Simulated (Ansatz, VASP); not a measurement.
# Al in VASP and in Ansatz

Contents of INCAR:

```
SYSTEM = Al
ALGO = Normal
EDIFF = 1E-6
ENCUT = 520
GGA = PE
ISIF = 2
ISMEAR = -1
LASPH = .TRUE.
LCHARG = .FALSE.
LREAL = .FALSE.
LWAVE = .FALSE.
NBANDS = 10
NELM = 100
PREC = Accurate
SIGMA = 0.08
```

The input KPOINTS:

```
k-points
0
G
  15 15 8
  0 0 0
```

Contents of POSCAR:

```
Al
1.0
    2.1192694459      0.0000000000      0.0000000000
   -1.0596347230      1.8353411776      0.0000000000
    0.0000000000      0.0000000000      3.4251647940
Al
2
Direct
    0.3333333333      0.6666666667      0.2500000000
    0.6666666667      0.3333333333      0.7500000000
```

Input for Ansatz:

```yaml
crystal:
  lattice:
    - [2.1192694459, 0.0, 0.0]
    - [-1.059634723, 1.8353411776, 0.0]
    - [0.0, 0.0, 3.425164794]
  atoms:
    - { symbol: Al, position: [0.3333333333, 0.6666666667, 0.25] }
    - { symbol: Al, position: [0.6666666667, 0.3333333333, 0.75] }
kpoints:
  mp_grid: { grid: [15, 15, 8] }
  band_path:
    path:
      - [0.0, 0.0, 0.0]
      - [0.5, 0.0, 0.0]
      - [0.3333333333, 0.3333333333, 0.0]
      - [0.0, 0.0, 0.0]
      - [0.0, 0.0, 0.5]
      - [0.5, 0.0, 0.5]
      - [0.3333333333, 0.3333333333, 0.5]
      - [0.0, 0.0, 0.5]
      - [0.5, 0.0, 0.5]
    npoints: 8
scf:
  occupations: { method: fermi_dirac, width: 0.08 }
hamiltonian:
  xc: pbe
  pseudopotentials: { kind: all_electron, lapw: { basis_error: 0.001 } }
output:
  forces: true
  stress: true
  eigenvalues: true
  populations: true
  dos: { projected: true, de: 0.2, e_range: [-14, 8] }
```

Change from the starting cell: volume scaled by 0.4, LAPW.

Alike in both runs: task single point; functional PBE; k mesh 15 × 15 × 8; occupations fermi-dirac, width 0.08 eV; no spin polarisation.

```csv
,VASP,Ansatz
version,VASP 6.6.1,Ansatz 0.2.0
potentials or method,"VASP PAW PBE potentials, release 64 (Al), cutoff 520 eV","all-electron LAPW, scalar-relativistic"
```

VASP gave:

- pressure (GPa): 448.9
- traceless stress, the component that is largest in VASP (GPa): -0.40

Problem. Which values does Ansatz return?

Solution. Pressure (GPa): 443.3; traceless stress, the component that is largest in VASP (GPa): -0.13.

Both programs put the cell under a high pressure, so it lies far from rest at this level. Ansatz ran all-electron here, and VASP with PAW potentials.

Noted on VASP's run: the cell as given lies far from equilibrium.
